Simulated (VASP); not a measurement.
Wanted: the native input for a VASP 6.6.1 run.

| Property | Result |
| --- | --- |
| Task | single point |
| Functional | PBE |
| Potentials or basis | VASP PAW PBE potentials, release 64 (Bi_d) |
| Cutoff | 520 eV |
| k mesh | 11 × 11 × 11 |
| Occupations | fermi-dirac, width 0.05 eV |
| Spin | no spin polarisation |
| Dipole correction | no |
| Further INCAR settings | ALGO = Normal; EDIFF = 1e-07; NBANDS = 22 |

The structure of Bi lies in POSCAR:

```
Bi
1.0
    2.2575242978     -1.3033822610      3.8430971846
    0.0000000000      2.6067645221      3.8430971846
   -2.2575242978     -1.3033822610      3.8430971846
Bi
2
Direct
    0.2380255052      0.2380255052      0.2380255052
   -0.2380255052     -0.2380255052     -0.2380255052
```

The input as run:

INCAR

```
SYSTEM = Bi
PREC = Accurate
ENCUT = 520
EDIFF = 1E-7
ISMEAR = -1
SIGMA = 0.05
LREAL = .FALSE.
LASPH = .TRUE.
NELM = 60
ALGO = Normal
ISIF = 2
LWAVE = .FALSE.
LCHARG = .FALSE.
GGA = PE
NBANDS = 22
```

KPOINTS

```
regular mesh
0
G
  11 11 11
  0 0 0
```

Potentials or basis: VASP PAW PBE potentials, release 64 (Bi_d).

Launch:

```sh
$ cat potpaw_PBE.64/Bi_d/POTCAR > POTCAR
$ mpirun -np 1 vasp_std > vasp.out
```

It gave:

```
Pressure               : 3.0 GPa
Largest force          : 0.008 eV/Å
Band gap on the k mesh : zero (bands 15 and 16 overlap by 0.08 eV)
```

Caveat: spin-orbit coupling is left out, which moves the levels of the heavy elements.

It took 64 s on 1 thread of Intel(R) Xeon(R) 6975P-C (Granite Rapids), on a shared host, peak memory 0.31 GiB.
